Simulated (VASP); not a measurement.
Input of a VASP 6.6.1 run:

Contents of INCAR:

```
  PREC = Accurate
  ENCUT = 520
  EDIFF = 1E-6
  ISMEAR = 0
  SIGMA = 0.02
  LREAL = F
  LASPH = T
  NELM = 80
  ALGO = Normal
  ISIF = 2
  LWAVE = F
  LCHARG = T
  GGA = PE
  IVDW = 12
  LELF = T
  LVHAR = T
  NBANDS = 27
```

KPOINTS

```
Automatic mesh
0
Gamma
  12 12 4
```

Contents of POSCAR:

```
InO
1.0
    3.4297831874      0.0000000000      0.0000000000
   -1.7148915937      2.9702793698      0.0000000000
    0.0000000000      0.0000000000     15.8520222321
In O
2 2
Direct
    0.6666666667      0.3333333333      0.5895266171
    0.6666666667      0.3333333333      0.4104733829
    0.0000000000      0.0000000000      0.6398766429
    0.0000000000      0.0000000000      0.3601233571
```

Potentials or basis: VASP PAW PBE potentials, release 64 (In_d, O).

Launch:

```console
$ cat potpaw_PBE.64/In_d/POTCAR potpaw_PBE.64/O/POTCAR > POTCAR
$ mpirun -np 1 vasp_std > vasp.out
```

Question: Predict the largest force.

Answer: 0.035 eV/Å.

Question: Predict the band gap on the k mesh.

Answer: 0.43 eV (least direct gap 1.16 eV).

Question: Estimate the dispersion energy per atom.

Answer: -0.144 eV.

Forces in eV/Å, atoms in the order of the input:
```
In   0.000  0.000 -0.031
In   0.000  0.000  0.031
O    0.000  0.000  0.035
O    0.000  0.000 -0.035
```

Caveat: there is no dipole correction, which matters where the two faces differ; semilocal functionals underestimate gaps, and a narrow one can read as zero; spin-orbit coupling is left out, which moves the levels of the heavy elements.
